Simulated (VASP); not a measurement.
# Ir12O in VASP: single point with PBE

Aim: the single point of Ir12O with PBE.

Everything below comes from runs of VASP 6.6.1. Logs are shortened: lines on timing, memory, paths and dates and some standing lists are left out, and cuts for length are marked.

### 1 The cell of the first run

The cell holds a slab with vacuum, 13 atoms: a = 5.431 Å, b = 5.431 Å, c = 15.434 Å, α = 90.00°, β = 90.00°, γ = 60.00°.

### 2 Single point, PBE

INCAR

```
SYSTEM = Ir12O
  PREC = Accurate
  ENCUT = 520
  EDIFF = 1E-7
  ISMEAR = 0
  SIGMA = 0.05
  LREAL = .False.
  LASPH = .True.
  NELM = 100
  ALGO = Normal
  ISIF = 2
  LWAVE = .False.
  LCHARG = .False.
  GGA = PE
  NBANDS = 69
```

KPOINTS

```
regular mesh
0
Gamma
  4 4 1
  0 0 0
```

POSCAR

```
Ir12O
1.0
    5.4305800000      0.0000000000      0.0000000000
    2.7152900000      4.7030200000      0.0000000000
    0.0000000000      0.0000000000     15.4340500000
Ir O
12 1
Direct
    0.1666666312      0.1666667375      0.0647918077
    0.6666666312      0.1666667375      0.0647918077
    0.1666666312      0.6666667375      0.0647918077
    0.6666666312      0.6666667375      0.0647918077
   -0.1664424345      0.3339558411      0.2066204269
    0.3320928230      0.3343088058      0.2032425708
   -0.1664384915      0.8333100859      0.2066075981
    0.3362876069      0.8322633117      0.2111157473
    0.0080976002     -0.0033939894      0.3472297291
    0.5042930657      0.0021294828      0.3531228032
   -0.0023763358      0.5018936768      0.3471670106
    0.5045057052      0.4951108011      0.3531605768
    0.5031226290      0.2493521184      0.4491281938
```

Potentials or basis: VASP PAW PBE potentials, release 64 (Ir, O).

Command:

```bash
> cat potpaw_PBE.64/Ir/POTCAR potpaw_PBE.64/O/POTCAR > POTCAR
> mpirun -np 1 vasp_std > vasp.out
```

OUTCAR:

```text
SYSTEM = Ir12O
   PREC = Accurate
   ENCUT = 520
   EDIFF = 1E-7
   ISMEAR = 0
   LREAL = .False.
   LASPH = .True.
   NELM = 100
   ISIF = 2
   GGA = PE

 ion  position               nearest neighbor table
   1  0.167  0.167  0.065-   6 2.65   5 2.69   3 2.72   3 2.72   4 2.72   4 2.72   2 2.72   2 2.72
                             8 2.75
   2  0.667  0.167  0.065-   6 2.65   7 2.69   5 2.69   4 2.72   3 2.72   4 2.72   3 2.72   1 2.72
                             1 2.72
   3  0.167  0.667  0.065-   6 2.65   7 2.69   1 2.72   1 2.72   2 2.72   2 2.72   4 2.72   4 2.72
                             8 2.75
   4  0.667  0.667  0.065-   5 2.69   7 2.69   2 2.72   1 2.72   2 2.72   1 2.72   3 2.72   3 2.72
                             8 2.74
   5  0.834  0.334  0.207-  11 2.67   9 2.69   4 2.69   1 2.69   2 2.69   8 2.70   6 2.71   7 2.71
                             7 2.72   6 2.72   8 2.73  12 2.74
   6  0.332  0.334  0.203-   3 2.65   1 2.65   2 2.65   5 2.71   7 2.71   8 2.72   8 2.72  11 2.72
                             7 2.72   5 2.72  10 2.79  12 2.79
   7  0.834  0.833  0.207-  11 2.67   9 2.69   3 2.69   2 2.69   4 2.69   8 2.70   6 2.71   5 2.71
                             5 2.72   6 2.72   8 2.73  10 2.74
   8  0.336  0.832  0.211-   9 2.61   5 2.70   7 2.70  12 2.71  10 2.71   6 2.72   6 2.72   7 2.73
                             5 2.73   4 2.74   1 2.75   3 2.75
   9  0.008  0.997  0.347-   8 2.61   5 2.69   7 2.69  12 2.71  10 2.71  11 2.72  11 2.72  10 2.72
                            12 2.72
  10  0.504  0.002  0.353-  13 2.00  12 2.68  11 2.70   8 2.71   9 2.71   9 2.72  11 2.73   7 2.74
                            12 2.75   6 2.79
  11  0.998  0.502  0.347-   7 2.67   5 2.67  12 2.70  10 2.70   9 2.72   9 2.72   6 2.72  10 2.73
                            12 2.74
  12  0.505  0.495  0.353-  13 2.00  10 2.68  11 2.70   8 2.71   9 2.71   9 2.72  11 2.74   5 2.74
                            10 2.75   6 2.79
  13  0.503  0.249  0.449-  12 2.00  10 2.00

  LATTYP: Found a hexagonal cell.
 ALAT       =     5.4305797945
 C/A-ratio  =     2.8420630180

  Lattice vectors:

 A1 = (  -2.7152900000,  -4.7030200000,   0.0000000000)
 A2 = (   5.4305800000,   0.0000000000,   0.0000000000)
 A3 = (   0.0000000000,   0.0000000000,  15.4340500000)

Analysis of symmetry for initial positions (statically):
=====================================================================
 Subroutine PRICEL returns:
 Original cell was already a primitive cell.

 Routine SETGRP: Setting up the symmetry group for a
 hexagonal supercell.

[... 138 lines left out ...]
   EMIN   =  10.00;   EMAX   =-10.00  energy-range for DOS
   EFERMI =   0.00;   METHOD = LEGACY
   ISMEAR =     0;   SIGMA  =   0.05  broadening in eV -4-tet -1-fermi 0-gaus
   EFERMI_NEDOS =   21; number of points for ismear=-14 and -15
   IALGO  =     38    algorithm
   IMIX   =      4    mixing-type and parameters
     AMIX     =   0.40;   BMIX     =  1.00
     AMIX_MAG =   1.60;   BMIX_MAG =  1.00
  volume/ion in A,a.u.               =      30.32       204.62
  Fermi-wavevector in a.u.,A,eV,Ry     =   1.082619  2.045852 15.946884  1.172063
  Thomas-Fermi vector in A             =   2.218664
   LORBIT       =      0    0 simple, 1 ext, 2 COOP (PROOUT), +10 PAW based schemes
   GGA     = PE    functional components
   LHFCALC =     F    Hartree Fock is set to
   AEXX    =    0.0000 exact exchange contribution
   IVDW    =     0    specifies the selected vdW correction
   LEPSILON=     F    determine dielectric tensor
   LRPA    =     F    only Hartree local field effects (RPA)
 non-spin polarized calculation
 Gauss-broadening in eV      SIGMA  =   0.05
  energy-cutoff  :      520.00
  volume of cell :      394.19
 maximum number of plane-waves:     10640
   NGX = 21   NGY = 21   NGZ = 57

 number of electron     114.0000012 magnetization

 Free energy of the ion-electron system (eV)
  ---------------------------------------------------
  ext. energy  EPLUGINS =         0.00000000
  ---------------------------------------------------
  free energy    TOTEN  =      -104.96808737 eV

  energy without entropy =     -104.94239080  energy(sigma->0) =     -104.95523908

 E-fermi :   1.4318     XC(G=0):  -7.4191

 val. band max:        1.4281036402   @ k =  -0.2500   0.2500   0.0000
 cond. band min:       1.4435268157   @ k =   0.5000   0.0000   0.0000
 fundamental gap:      0.0154231755
 Fermi energy:         1.4317878757

 k-point     1 :       0.0000    0.0000    0.0000
  band No.  band energies     occupation
      1     -17.3562      2.00000
      2      -8.7278      2.00000
      3      -6.8082      2.00000
      4      -6.4033      2.00000
      5      -6.0522      2.00000
      6      -6.0320      2.00000
[... 709 lines left out ...]
     68       2.2831      0.00000
     69       2.5845      0.00000

------------------------ aborting loop because EDIFF is reached ----------------------------------------

  FORCE on cell =-STRESS in cart. coord.  units (eV):
  Direction    XX          YY          ZZ          XY          YZ          ZX
  --------------------------------------------------------------------------------------
  -------------------------------------------------------------------------------------
  Total       -4.8271566     -5.7504812      0.9427321     -0.8548217     -0.5426848      0.7152363
  in kB      -19.6200011    -23.3728581      3.8317389     -3.4744268     -2.2057449      2.9070812
  external PRESSURE =     -13.0537068 kB  Pullay stress =       0.0000000 kB

 VOLUME and BASIS-vectors are now :
 -----------------------------------------------------------------------------
  energy-cutoff  :      520.00
  volume of cell :      394.19
      direct lattice vectors                 reciprocal lattice vectors
     5.430580000  0.000000000  0.000000000     0.184142394 -0.106314666  0.000000000
     2.715290000  4.703020000  0.000000000     0.000000000  0.212629332  0.000000000
     0.000000000  0.000000000 15.434050000     0.000000000  0.000000000  0.064791808

 POSITION                                       TOTAL-FORCE (eV/Angst)
 -----------------------------------------------------------------------------------
      1.35764      0.78384      1.00000         0.013798     -0.009478     -0.109416
      4.07293      0.78384      1.00000         0.013600      0.000396     -0.013538
      2.71529      3.13535      1.00000         0.023493      0.002921     -0.113571
      5.43058      3.13535      1.00000        -0.167434      0.103986      0.054133
      5.43349      1.57060      3.18899        -0.007893     -0.004441      0.001798
      2.71120      1.57226      3.13686         0.004694     -0.002718      0.020962
      6.78940      3.91907      3.18879        -0.001453      0.005335      0.003491
      4.08607      3.91415      3.25837         0.002279     -0.004044     -0.003077
      2.75005      4.68706      5.35916        -0.002602     -0.002056      0.050246
      2.74439      0.01002      5.45012        -0.056553     -0.097495     -0.068814
      6.78046      2.36042      5.35819        -0.001076     -0.001927      0.029366
      4.08413      2.32852      5.45070         0.051127      0.090978     -0.071300
      3.40931      1.17271      6.93187         0.128019     -0.081457      0.219720
 -----------------------------------------------------------------------------------
    total drift:                               -0.000888      0.000315     -0.000262

  FREE ENERGIE OF THE ION-ELECTRON SYSTEM (eV)
  ---------------------------------------------------
  free  energy   TOTEN  =      -104.9680873662 eV

  energy  without entropy=     -104.9423907967  energy(sigma->0) =     -104.95523908
```

Wall time 27 min (1 thread of Intel Xeon 8259CL, shared host); peak memory 0.57 GiB.

Results:

| Property | Result |
| --- | --- |
| Free energy | -104.9681 eV |
| Largest force | 0.267 eV/Å |
| Band gap on the k mesh | zero (bands 57 and 58 overlap by 1.09 eV) |

Forces in eV/Å, atoms in the order of the input:
```
Ir   0.014 -0.009 -0.109
Ir   0.014  0.000 -0.014
Ir   0.023  0.003 -0.114
Ir  -0.167  0.104  0.054
Ir  -0.008 -0.004  0.002
Ir   0.005 -0.003  0.021
Ir  -0.001  0.005  0.003
Ir   0.002 -0.004 -0.003
Ir  -0.003 -0.002  0.050
Ir  -0.057 -0.097 -0.069
Ir  -0.001 -0.002  0.029
Ir   0.051  0.091 -0.071
O    0.128 -0.081  0.220
```

Caveat: there is no dipole correction, which matters where the two faces differ; spin-orbit coupling is left out, which moves the levels of the heavy elements.
